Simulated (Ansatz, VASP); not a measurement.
**Two plane-wave programs on TePb**

```
Pb Te
1.0
     0.00000    3.26784    3.26784
     3.26784    0.00000    3.26784
     3.26784    3.26784    0.00000
Pb Te
1 1
Direct
  0.00000 0.00000 0.00000
  0.50000 0.50000 0.50000
```

Alike in both runs: task single point; functional PBE; k mesh 6 × 6 × 6; no spin polarisation.

|  | VASP | Ansatz |
| --- | --- | --- |
| version | VASP 6.6.1 | Ansatz 0.2.0 |
| potentials or method | VASP PAW PBE potentials, release 64 (Pb_d, Te) | plane waves |
| plane-wave cutoff (eV) | 520 | 420 |
| occupations | gaussian, width 0.01 eV | fixed |
| valence electrons in the cell | 20 | 30 |

|  | VASP | Ansatz | Ansatz less VASP |
| --- | --- | --- | --- |
| gap on the k mesh at the Fermi level (eV) | 0.80 | 0.80 | -0.004 |
| pressure (GPa) | 0.6 | 0.6 | +0.04 |

VASP's potentials hold 20 valence electrons a cell and Ansatz's 30, so a difference there can come from the potentials and not from the codes.

Neither program's run includes spin-orbit coupling.
